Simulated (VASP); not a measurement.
# Sb (I4/mmm) in VASP: a series of runs, part 3 of 3

VASP 6.6.1. The steps go on from the part before.

## Step 4: Single point, r2SCAN (strain +0.000 along x and y, +0.080 along z)

POSCAR

```
Sb
1.0
   -1.8713408863      1.8713408863      2.0210481572
    1.8713408863     -1.8713408863      2.0210481572
    1.8713408863      1.8713408863     -2.0210481572
Sb
1
Direct
    0.0000000000      0.0000000000      0.0000000000
```

INCAR.step1

```
  PREC = Accurate
  ENCUT = 520
  ISMEAR = 0
  SIGMA = 0.15
  LREAL = False
  LASPH = True
  NELM = 100
  NBANDS = 8
  GGA = PE
  ALGO = Normal
  EDIFF = 1E-4
  LWAVE = True
  LCHARG = False
```

INCAR.step2

```
  PREC = Accurate
  ENCUT = 520
  EDIFF = 1E-6
  ISMEAR = 0
  SIGMA = 0.15
  LREAL = False
  LASPH = True
  NELM = 100
  ALGO = Normal
  ISIF = 2
  LWAVE = False
  LCHARG = True
  METAGGA = R2SCAN
  LMIXTAU = True
  LELF = True
  LVHAR = True
  NBANDS = 8
  ISTART = 1
```

KPOINTS

```
regular mesh
0
Gamma
  18 18 18
```

Potentials or basis: VASP PAW PBE potentials, release 64 (Sb).

Run with:

```
$ cat potpaw_PBE.64/Sb/POTCAR > POTCAR
$ cp INCAR.step1 INCAR
$ mpirun -np 1 vasp_std > vasp.out
$ cp INCAR.step2 INCAR
$ mpirun -np 1 vasp_std > vasp.out
```

OUTCAR:

```text
PREC = Accurate
   ENCUT = 520
   EDIFF = 1E-6
   ISMEAR = 0
   LREAL = False
   LASPH = True
   NELM = 100
   ISIF = 2
   METAGGA = R2SCAN
   ISTART = 1

 ion  position               nearest neighbor table
   1  0.000  0.000  0.000-

  LATTYP: Found a body centered tetragonal cell.
 ALAT       =     3.7426817726
 C/A-ratio  =     1.0800000000

  Lattice vectors:

 A1 = (  -1.8713408863,   1.8713408863,   2.0210481572)
 A2 = (   1.8713408863,  -1.8713408863,   2.0210481572)
 A3 = (   1.8713408863,   1.8713408863,  -2.0210481572)

Analysis of symmetry for initial positions (statically):
=====================================================================
 Subroutine PRICEL returns:
 Original cell was already a primitive cell.

 Routine SETGRP: Setting up the symmetry group for a
 body centered tetragonal supercell.

 Subroutine GETGRP returns: Found 16 space group operations
 (whereof 16 operations were pure point group operations)
 out of a pool of 16 trial point group operations.

The static configuration has the point symmetry D_4h.

Analysis of symmetry for dynamics (positions and initial velocities):
=====================================================================
 Subroutine PRICEL returns:
 Original cell was already a primitive cell.

 Routine SETGRP: Setting up the symmetry group for a
 body centered tetragonal supercell.

 Subroutine GETGRP returns: Found 16 space group operations
 (whereof 16 operations were pure point group operations)
 out of a pool of 16 trial point group operations.

The dynamic configuration has the point symmetry D_4h.

 Subroutine INISYM returns: Found 16 space group operations
 (whereof 16 operations are pure point group operations),
 and found     1 'primitive' translations

----------------------------------------------------------------------------------------

                                     Primitive cell

[... 110 lines left out ...]
  Fermi-wavevector in a.u.,A,eV,Ry     =   0.918510  1.735733 11.478706  0.843661
  Thomas-Fermi vector in A             =   2.043600
   LORBIT       =      0    0 simple, 1 ext, 2 COOP (PROOUT), +10 PAW based schemes
   METAGGA = R2SCAN    functional components
   LHFCALC =     F    Hartree Fock is set to
   AEXX    =    0.0000 exact exchange contribution
   IVDW    =     0    specifies the selected vdW correction
   LEPSILON=     F    determine dielectric tensor
   LRPA    =     F    only Hartree local field effects (RPA)
 non-spin polarized calculation
 Gauss-broadening in eV      SIGMA  =   0.15
  energy-cutoff  :      520.00
  volume of cell :       28.31
 maximum number of plane-waves:       776
 NGX is ok and might be reduce to    28
   NGX = 13   NGY = 13   NGZ = 13

 number of electron       5.0000000 magnetization

 Free energy of the ion-electron system (eV)
  ---------------------------------------------------
  ext. energy  EPLUGINS =         0.00000000
  ---------------------------------------------------
  free energy    TOTEN  =       -25.32449106 eV

  energy without entropy =      -25.31660053  energy(sigma->0) =      -25.32054580

 E-fermi :   7.7467     XC(G=0): -10.5420

 val. band max:        7.7413753472   @ k =  -0.1667  -0.4444   0.0556
 cond. band min:       7.7486575528   @ k =  -0.2222  -0.4444   0.2222
 fundamental gap:      0.0072822056
 Fermi energy:         7.7467494737

 k-point     1 :       0.0000    0.0000    0.0000
  band No.  band energies     occupation
      1      -5.3235      2.00000
      2      12.9672      0.00000
      3      13.1624      0.00000
      4      13.1624      0.00000
      5      18.1592      0.00000
      6      18.1592      0.00000
      7      19.3617      0.00000
      8      19.7524      0.00000
[... 243 lines left out ...]
 k-point    24 :      -0.2222    0.0556    0.0000
  band No.  band energies     occupation
      1      -4.4833      2.00000
      2       8.7461      0.00000
      3      11.4008      0.00000
      4      12.3694      0.00000
      5      16.6961      0.00000
      6      16.9561      0.00000
      7      18.7731      0.00000
      8      20.3901      0.00000

 [... further k-points ...]

------------------------ aborting loop because EDIFF is reached ----------------------------------------

  FORCE on cell =-STRESS in cart. coord.  units (eV):
  Direction    XX          YY          ZZ          XY          YZ          ZX
  --------------------------------------------------------------------------------------
  -------------------------------------------------------------------------------------
  Total       -0.3172882     -0.3172882     -0.8051622      0.0000000      0.0000000      0.0000000
  in kB      -17.9565165    -17.9565165    -45.5671111      0.0000000      0.0000000      0.0000000
  external PRESSURE =     -27.1600480 kB  Pullay stress =       0.0000000 kB

 VOLUME and BASIS-vectors are now :
 -----------------------------------------------------------------------------
  energy-cutoff  :      520.00
  volume of cell :       28.31
      direct lattice vectors                 reciprocal lattice vectors
    -1.871340886  1.871340886  2.021048157     0.000000000  0.267188092  0.247396381
     1.871340886 -1.871340886  2.021048157     0.267188092  0.000000000  0.247396381
     1.871340886  1.871340886 -2.021048157     0.267188092  0.267188092  0.000000000

 POSITION                                       TOTAL-FORCE (eV/Angst)
 -----------------------------------------------------------------------------------
      0.00000      0.00000      0.00000         0.000000      0.000000      0.000000
 -----------------------------------------------------------------------------------
    total drift:                               -0.000000      0.000000      0.000000

  FREE ENERGIE OF THE ION-ELECTRON SYSTEM (eV)
  ---------------------------------------------------
  free  energy   TOTEN  =       -25.3244910638 eV

  energy  without entropy=      -25.3166005292  energy(sigma->0) =      -25.32054580
```

OUTCAR.step1:

```text
PREC = Accurate
   ENCUT = 520
   ISMEAR = 0
   LREAL = False
   LASPH = True
   NELM = 100
[... 480 lines left out ...]

 POSITION                                       TOTAL-FORCE (eV/Angst)
 -----------------------------------------------------------------------------------
      0.00000      0.00000      0.00000         0.000000     -0.000000      0.000000
 -----------------------------------------------------------------------------------
    total drift:                                0.000000      0.000000      0.000000

  FREE ENERGIE OF THE ION-ELECTRON SYSTEM (eV)
  ---------------------------------------------------
  free  energy   TOTEN  =        -3.8933731158 eV

  energy  without entropy=       -3.8854181439  energy(sigma->0) =       -3.88939563
```

OSZICAR.step1:

```text
N       E                     dE             d eps       ncg     rms          rms(c)
DAV:   1     0.479767325173E+01    0.47977E+01   -0.16234E+03  7720   0.404E+02
DAV:   2    -0.380018198165E+01   -0.85979E+01   -0.82872E+01 10864   0.513E+01
DAV:   3    -0.389642010468E+01   -0.96238E-01   -0.95920E-01  9408   0.608E+00
DAV:   4    -0.389670188334E+01   -0.28178E-03   -0.28177E-03 11624   0.402E-01
DAV:   5    -0.389670246909E+01   -0.58576E-06   -0.58666E-06  9904   0.122E-02    0.158E+00
DAV:   6    -0.389437684197E+01    0.23256E-02   -0.23884E-03  9144   0.254E-01    0.897E-01
DAV:   7    -0.389334155852E+01    0.10353E-02   -0.50096E-03  9104   0.368E-01    0.663E-02
DAV:   8    -0.389337311580E+01   -0.31557E-04   -0.80797E-05 10296   0.667E-02
   1 F= -.38933731E+01 E0= -.38893956E+01  d E =-.795497E-02
```

It took 8.4 min on 1 thread of Intel Xeon 8259CL, shared host; peak memory 0.25 GiB.

Results:

| Quantity | Value |
| --- | --- |
| Free energy | -25.3245 eV |
| Pressure | -2.7 GPa |
| Band gap on the k mesh | zero (an odd number of electrons rules out a gap without spin polarisation) |

Stress tensor (GPa, compression positive):
```
-1.80  0.00  0.00
 0.00 -1.80  0.00
 0.00  0.00 -4.56
```

Caveat: the cell differs from its parent crystal (strain +0.000 along x and y, +0.080 along z); the PAW data sets were made with another functional, which shifts forces and pressure a little; spin-orbit coupling is left out, which moves the levels of the heavy elements.

## Step 5: The runs side by side

```csv
cell,gap on the mesh (eV),pressure (GPa)
"a = 3.157 Å, angles 107.3, 107.3, 113.9°, 1 atom",none,9.2
"a = 3.337 Å, angles 105.4, 105.4, 117.9°, 1 atom",none,-1.9
"a = 3.330 Å, angles 111.6, 111.6, 105.3°, 1 atom",none,-2.7
```

Alike in all rows: task single point; level r2SCAN; potentials or basis VASP PAW PBE potentials, release 64 (Sb); no spin polarisation; k mesh 18 × 18 × 18; cutoff (eV) 520; smearing gaussian 0.15 eV.

Caveats: the PAW data sets were made with another functional, which shifts forces and pressure a little; spin-orbit coupling is left out, which moves the levels of the heavy elements; the cell stands under pressure (at least some runs).

Total energies depend on the potentials used, so only differences within one code and one set of settings carry meaning.

The gap in the log of VASP goes by the Fermi energy; the results here count the filled bands.